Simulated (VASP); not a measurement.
# H6C2O in VASP: notebook

Runs on H6C2O. Level: PBE+D3(BJ). Tasks: single point.

All numbers are computed with VASP 6.6.1; they aren't measurements. Logs are shortened: lines on timing, memory, paths and dates and some standing lists are left out, and cuts for length are marked.

## 1. The cell of the first run

The cell holds a disordered packing, 36 atoms: a = 7.042 Å, b = 7.042 Å, c = 7.042 Å, α = 90.00°, β = 90.00°, γ = 90.00°.

## 2. Single point, PBE+D3(BJ)

INCAR reads:

```
PREC = Accurate ; ENCUT = 520
EDIFF = 1E-6 ; ISMEAR = -1
SIGMA = 0.02 ; LREAL = Auto
LASPH = True ; NELM = 60
ALGO = Normal ; ISIF = 2
LWAVE = False ; LCHARG = False
GGA = PE ; IVDW = 12
NBANDS = 64
```

KPOINTS reads:

```
Automatic mesh
0
Gamma
  1 1 1
```

POSCAR reads:

```
H6C2O
1.0
    7.0419250000      0.0000000000      0.0000000000
    0.0000000000      7.0419250000      0.0000000000
    0.0000000000      0.0000000000      7.0419250000
C O H
8 4 24
Direct
    0.5985270447      0.0215270355      0.8900604314
    0.6013977335      0.1472323111      1.0663394031
    0.7227948632      0.4967899922      0.5037050166
    0.5493744746      0.6233786885      0.5063885645
    0.1293320183      0.1969422487      0.6411445749
    0.1146177545      0.0810566187      0.4598424592
    0.0252837849      0.5276327434      0.0100892631
    0.1382168006      0.7066624055     -0.0258601379
    0.4268149798      0.2508779511      1.0762968777
    0.4250384716      0.5674864411      0.3534064724
    0.0838296313     -0.1163362872      0.5047674143
    0.0870956166      0.8433180778      0.1189238334
    0.4370121111      0.3478368275      1.1762762481
    0.6203704529      0.0584824354      1.1949952856
    0.7240100854      0.2453660663      1.0587601872
    0.7276971046     -0.0655668862      0.8830813713
    0.4751542828     -0.0740275058      0.8914999964
    0.5909935080      0.1080627176      0.7599925403
    0.3194923255      0.6574175508      0.3518145587
    0.4738403584      0.6109308684      0.6428185795
    0.5915351779      0.7732105214      0.4880828208
    0.8226661779      0.5403684510      0.6150466527
    0.6838256878      0.3475978803      0.5282796947
    0.7955943917      0.5069955499      0.3663107024
    0.0574033358     -0.1738967654      0.3795427513
   -0.0050530660      0.1341783036      0.3731999749
    0.2455417149      0.0984713399      0.3745798614
    0.1508964909      0.3474733379      0.6049073952
   -0.0023492398      0.1831509255      0.7243714852
    0.2495880229      0.1518217795      0.7299374107
    0.1557864859      0.9610656780      0.0944038415
    0.2916454516      0.6752604174     -0.0165361518
    0.1082967134      0.7669610461     -0.1676508778
    0.0697024327      0.4163194686     -0.0890616419
    0.0514276242      0.4738015502      0.1542811022
   -0.1281072040      0.5529722157     -0.0066233615
```

Potentials or basis: VASP PAW PBE potentials, release 64 (C, O, H).

The run is started by

```
> cat potpaw_PBE.64/C/POTCAR potpaw_PBE.64/O/POTCAR potpaw_PBE.64/H/POTCAR > POTCAR
> mpirun -np 1 vasp_gam > vasp.out
```

OUTCAR:

```text
PREC = Accurate
   ENCUT = 520
   EDIFF = 1E-6
   ISMEAR = -1
   LREAL = Auto
   LASPH = True
   NELM = 60
   ISIF = 2
   GGA = PE
   IVDW = 12
 IVDW          = 12

 ion  position               nearest neighbor table
   1  0.599  0.022  0.890-  16 1.10  17 1.10  18 1.10   2 1.52
   2  0.601  0.147  0.066-  15 1.11  14 1.11   9 1.43   1 1.52
   3  0.723  0.497  0.504-  22 1.10  24 1.10  23 1.10   4 1.51
   4  0.549  0.623  0.506-  20 1.10  21 1.10  10 1.44   3 1.51
   5  0.129  0.197  0.641-  30 1.10  28 1.10  29 1.10   6 1.52
   6  0.115  0.081  0.460-  26 1.11  27 1.11  11 1.44   5 1.52
   7  0.025  0.528  0.010-  34 1.10  35 1.10  36 1.10   8 1.51
   8  0.138  0.707  0.974-  32 1.10  33 1.11  12 1.45   7 1.51
   9  0.427  0.251  0.076-  13 0.98   2 1.43
  10  0.425  0.567  0.353-  19 0.98   4 1.44
  11  0.084  0.884  0.505-  25 0.99   6 1.44
  12  0.087  0.843  0.119-  31 0.98   8 1.45
  13  0.437  0.348  0.176-   9 0.98
  14  0.620  0.058  0.195-   2 1.11
  15  0.724  0.245  0.059-   2 1.11
  16  0.728  0.934  0.883-   1 1.10
  17  0.475  0.926  0.891-   1 1.10
  18  0.591  0.108  0.760-   1 1.10
[... 16 lines left out ...]
  35  0.051  0.474  0.154-   7 1.10
  36  0.872  0.553  0.993-   7 1.10

  LATTYP: Found a simple cubic cell.
 ALAT       =     7.0419250000

  Lattice vectors:

 A1 = (   7.0419250000,   0.0000000000,   0.0000000000)
 A2 = (   0.0000000000,   7.0419250000,   0.0000000000)
 A3 = (   0.0000000000,   0.0000000000,   7.0419250000)

Analysis of symmetry for initial positions (statically):
=====================================================================
 Subroutine PRICEL returns:
 Original cell was already a primitive cell.

 Routine SETGRP: Setting up the symmetry group for a
 simple cubic supercell.

 Subroutine GETGRP returns: Found  1 space group operations
 (whereof  1 operations were pure point group operations)
 out of a pool of 48 trial point group operations.

The static configuration has the point symmetry C_1 .

Analysis of symmetry for dynamics (positions and initial velocities):
=====================================================================
 Subroutine PRICEL returns:
 Original cell was already a primitive cell.

 Routine SETGRP: Setting up the symmetry group for a
 simple cubic supercell.

 Subroutine GETGRP returns: Found  1 space group operations
 (whereof  1 operations were pure point group operations)
 out of a pool of 48 trial point group operations.

The dynamic configuration has the point symmetry C_1 .

 Subroutine INISYM returns: Found  1 space group operations
 (whereof  1 operations are pure point group operations),
 and found     1 'primitive' translations

----------------------------------------------------------------------------------------

                                     Primitive cell

  volume of cell :     349.2000

  direct lattice vectors                    reciprocal lattice vectors
     7.041925000  0.000000000  0.000000000     0.142006625  0.000000000  0.000000000
     0.000000000  7.041925000  0.000000000     0.000000000  0.142006625  0.000000000
     0.000000000  0.000000000  7.041925000     0.000000000  0.000000000  0.142006625

  length of vectors
     7.041925000  7.041925000  7.041925000     0.142006625  0.142006625  0.142006625

  position of ions in fractional coordinates (direct lattice)
     0.598527045  0.021527036  0.890060431
     0.601397734  0.147232311  0.066339403
     0.722794863  0.496789992  0.503705017
     0.549374475  0.623378688  0.506388564
     0.129332018  0.196942249  0.641144575
     0.114617755  0.081056619  0.459842459
[... 28 lines left out ...]
     0.051427624  0.473801550  0.154281102
     0.871892796  0.552972216  0.993376639

  ion indices of the primitive-cell ions
   primitive index   ion index
                 1           1
                 2           2
                 3           3
                 4           4
                 5           5
                 6           6
[... 28 lines left out ...]
                35          35
                36          36

----------------------------------------------------------------------------------------

 KPOINTS: Automatic mesh

Automatic generation of k-mesh.
 Grid dimensions read from file:
 generate k-points for:    1    1    1

 Generating k-lattice:

  Cartesian coordinates                     Fractional coordinates (reciprocal lattice)
     0.142006625  0.000000000  0.000000000     1.000000000  0.000000000  0.000000000
     0.000000000  0.142006625  0.000000000     0.000000000  1.000000000  0.000000000
     0.000000000  0.000000000  0.142006625     0.000000000  0.000000000  1.000000000

  Length of vectors
     0.142006625  0.142006625  0.142006625

  Shift w.r.t. Gamma in fractional coordinates (k-lattice)
     0.000000000  0.000000000  0.000000000

 Subroutine IBZKPT returns following result:
 ===========================================

 Found      1 irreducible k-points:

 Following reciprocal coordinates:
            Coordinates               Weight
  0.000000  0.000000  0.000000      1.000000
   k-points           NKPTS =      1   k-points in BZ     NKDIM =      1   number of bands    NBANDS=     64
   number of dos      NEDOS =    301   number of ions     NIONS =     36
   total plane-waves  NPLWV = 157464
   dimension x,y,z NGX =    54 NGY =   54 NGZ =   54
   dimension x,y,z NGXF=   108 NGYF=  108 NGZF=  108
   ions per type =               8   4  24
   NGX,Y,Z   is equivalent  to a cutoff of  12.75, 12.75, 12.75 a.u.
   NGXF,Y,Z  is equivalent  to a cutoff of  25.50, 25.50, 25.50 a.u.
 SYSTEM =  unknown system
   PREC   = accura    normal or accurate (medium, high low for compatibility)
   ISTART =      0    job   : 0-new  1-cont  2-samecut
   ICHARG =      2    charge: 1-file 2-atom 10-const
   ISPIN  =      1    spin polarized calculation?
   LNONCOLLINEAR =      F non collinear calculations
   LSORBIT =      F    spin-orbit coupling
   LASPH  =      T    aspherical Exc in radial PAW
   ENCUT  =  520.0 eV  38.22 Ry    6.18 a.u.  13.09 13.09 13.09*2*pi/ulx,y,z
   NELM   =     60;   NELMIN=  2; NELMDL= -5     # of ELM steps
   EDIFF  = 0.1E-05   stopping-criterion for ELM
   LREAL  =      T    real-space projection
   EDIFFG = 0.1E-04   stopping-criterion for IOM
   NSW    =      0    number of steps for IOM
   IBRION =     -1    ionic relax: 0-MD 1-quasi-New 2-CG
   NFREE  =      0    steps in history (QN), initial steepest desc. (CG)
   ISIF   =      2    stress and relaxation
   ISYM   =      2    0-nonsym 1-usesym 2-fastsym
   POTIM  = 0.5000    time-step for ionic-motion
   TEBEG  =    0.0;   TEEND  =   0.0 temperature during run
   PSTRESS=    0.0 pullay stress
   NELECT =      80.0000    total number of electrons
   NUPDOWN=      -1.0000    fix difference up-down
   EMIN   =  10.00;   EMAX   =-10.00  energy-range for DOS
   EFERMI =   0.00;   METHOD = LEGACY
   ISMEAR =    -1;   SIGMA  =   0.02  broadening in eV -4-tet -1-fermi 0-gaus
   EFERMI_NEDOS =   21; number of points for ismear=-14 and -15
   IALGO  =     38    algorithm
   IMIX   =      4    mixing-type and parameters
     AMIX     =   0.40;   BMIX     =  1.00
     AMIX_MAG =   1.60;   BMIX_MAG =  1.00
  volume/ion in A,a.u.               =       9.70        65.46
  Fermi-wavevector in a.u.,A,eV,Ry     =   1.001721  1.892978 13.652697  1.003445
  Thomas-Fermi vector in A             =   2.134161
   LORBIT       =      0    0 simple, 1 ext, 2 COOP (PROOUT), +10 PAW based schemes
   GGA     = PE    functional components
   LHFCALC =     F    Hartree Fock is set to
   AEXX    =    0.0000 exact exchange contribution
   IVDW    =    12    specifies the selected vdW correction
   LEPSILON=     F    determine dielectric tensor
   LRPA    =     F    only Hartree local field effects (RPA)
 non-spin polarized calculation
  energy-cutoff  :      520.00
  volume of cell :      349.20
 maximum number of plane-waves:      4718
 NGX is ok and might be reduce to    54
   NGX = 27   NGY = 27   NGZ = 27

 number of electron      80.0000003 magnetization

 Free energy of the ion-electron system (eV)
  ---------------------------------------------------
  ext. energy  EPLUGINS =         0.00000000
  ---------------------------------------------------
  free energy    TOTEN  =      -188.39465220 eV

  energy without entropy =     -188.39465220  energy(sigma->0) =     -188.39465220

 E-fermi :  -2.0256     XC(G=0):  -6.9392

 val. band max:       -2.5309171822   @ k =   0.0000   0.0000   0.0000
 cond. band min:       2.4376075846   @ k =   0.0000   0.0000   0.0000
 fundamental gap:      4.9685247668
 Fermi energy:        -2.0256377070

 k-point     1 :       0.0000    0.0000    0.0000
  band No.  band energies     occupation
      1     -22.3732      2.00000
      2     -22.1845      2.00000
      3     -21.7255      2.00000
      4     -21.6095      2.00000
      5     -15.2658      2.00000
      6     -15.2123      2.00000
[... 44 lines left out ...]
     51       5.7958      0.00000
     52       6.1063      0.00000
 [bands above 52 left out]

------------------------ aborting loop because EDIFF is reached ----------------------------------------

 Edisp (eV)   -1.43676

 E8    (eV) :    -0.3112

  FORCE on cell =-STRESS in cart. coord.  units (eV):
  Direction    XX          YY          ZZ          XY          YZ          ZX
  --------------------------------------------------------------------------------------
  -------------------------------------------------------------------------------------
  Total      -1.57830    -1.58945    -1.41959    -0.19977     0.34920     0.19290
  in kB      -7.24144    -7.29261    -6.51329    -0.91656     1.60217     0.88507
  external pressure =       -7.02 kB  Pullay stress =        0.00 kB

 VOLUME and BASIS-vectors are now :
 -----------------------------------------------------------------------------
  energy-cutoff  :      520.00
  volume of cell :      349.20
      direct lattice vectors                 reciprocal lattice vectors
     7.041925000  0.000000000  0.000000000     0.142006625  0.000000000  0.000000000
     0.000000000  7.041925000  0.000000000     0.000000000  0.142006625  0.000000000
     0.000000000  0.000000000  7.041925000     0.000000000  0.000000000  0.142006625

 POSITION                                       TOTAL-FORCE (eV/Angst)
 -----------------------------------------------------------------------------------
      4.21478      0.15159      6.26774        -0.000803      0.066034      0.092241
      4.23500      1.03680      0.46716         0.130097     -0.088305     -0.120866
      5.08987      3.49836      3.54705        -0.006363     -0.002865      0.023051
      3.86865      4.38979      3.56595         0.056388     -0.025467      0.029756
      0.91075      1.38685      4.51489        -0.005959     -0.076606     -0.054610
      0.80713      0.57079      3.23818         0.037578      0.094732      0.133059
[... 28 lines left out ...]
      0.36215      3.33647      1.08644         0.004438      0.007205     -0.010740
      6.13980      3.89399      6.99528         0.007491      0.022482     -0.002935
 -----------------------------------------------------------------------------------
    total drift:                                0.010476      0.000584      0.000558

  FREE ENERGIE OF THE ION-ELECTRON SYSTEM (eV)
  ---------------------------------------------------
  free  energy   TOTEN  =      -189.8314096523 eV

  energy  without entropy=     -189.8314096523  energy(sigma->0) =     -189.83140965
```

It took 30 s on 1 thread of Intel Xeon 6975P-C (Granite Rapids), shared host; peak memory 0.35 GiB.

Results:

| Item | Value |
| --- | --- |
| Free energy | -189.8314 eV |
| Pressure | -0.7 GPa |
| Largest force | 0.219 eV/Å |
| Band gap on the k mesh | 4.97 eV |
| Dispersion energy per atom | -0.040 eV |

Forces on the atoms (eV/Å):
```
C   -0.001  0.066  0.092
C    0.130 -0.088 -0.121
C   -0.006 -0.003  0.023
C    0.056 -0.025  0.030
C   -0.006 -0.077 -0.055
C    0.038  0.095  0.133
C    0.046  0.033 -0.042
C   -0.026 -0.072  0.010
O   -0.069  0.006  0.032
O   -0.105  0.037 -0.074
O   -0.013 -0.070 -0.207
O    0.058  0.022 -0.049
H   -0.036  0.041 -0.007
H    0.004 -0.013 -0.002
H   -0.084 -0.047  0.044
H    0.010  0.003  0.027
H    0.060  0.024 -0.002
H   -0.007  0.002  0.037
H    0.015 -0.039 -0.015
H   -0.023  0.000  0.052
H    0.012  0.036  0.001
H   -0.001 -0.003  0.005
H   -0.009 -0.016 -0.009
H    0.013 -0.002 -0.023
H    0.030  0.055  0.104
H    0.033  0.008  0.017
H   -0.026 -0.013  0.042
H   -0.021 -0.092  0.042
H    0.050  0.019 -0.035
H   -0.064 -0.002 -0.054
H    0.028  0.036  0.017
H   -0.034 -0.010 -0.013
H   -0.017  0.004 -0.023
H   -0.045  0.051  0.038
H    0.004  0.007 -0.011
H    0.007  0.022 -0.003
```

Caveat: the k points lie up to 0.89 Å⁻¹ apart, too coarse for converged energies, forces and pressures.

[end of part 1 of 2]
